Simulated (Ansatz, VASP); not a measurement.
# Hf in VASP and in Ansatz

```
CELL_PARAMETERS angstrom
3.19670 0.00000 0.00000
-1.59835 2.76842 0.00000
0.00000 0.00000 5.10838
ATOMIC_POSITIONS crystal
Hf 0.33333 0.66667 0.25000
Hf 0.66667 0.33333 0.75000
```

Change from the starting cell: zz strain of +1 %.

Alike in both runs: task single point; functional PBEsol; k mesh 13 × 13 × 7; occupations fermi-dirac, width 0.05 eV; no spin polarisation.

|  | VASP | Ansatz |
| --- | --- | --- |
| version | VASP 6.6.1 | Ansatz 0.2.0 |
| potentials or method | VASP PAW PBE potentials, release 64 (Hf_pv), cutoff 520 eV | all-electron LAPW, scalar-relativistic |

|  | VASP | Ansatz | Ansatz less VASP |
| --- | --- | --- | --- |
| pressure (GPa) | -5.1 | -4.7 | +0.40 |
| traceless stress, the component that is largest in VASP (GPa) | -1.02 | -0.95 | +0.064 |

VASP's potentials were made for PBE, not for PBEsol. Ansatz ran all-electron here, and VASP with PAW potentials.

Spin-orbit coupling is off throughout.
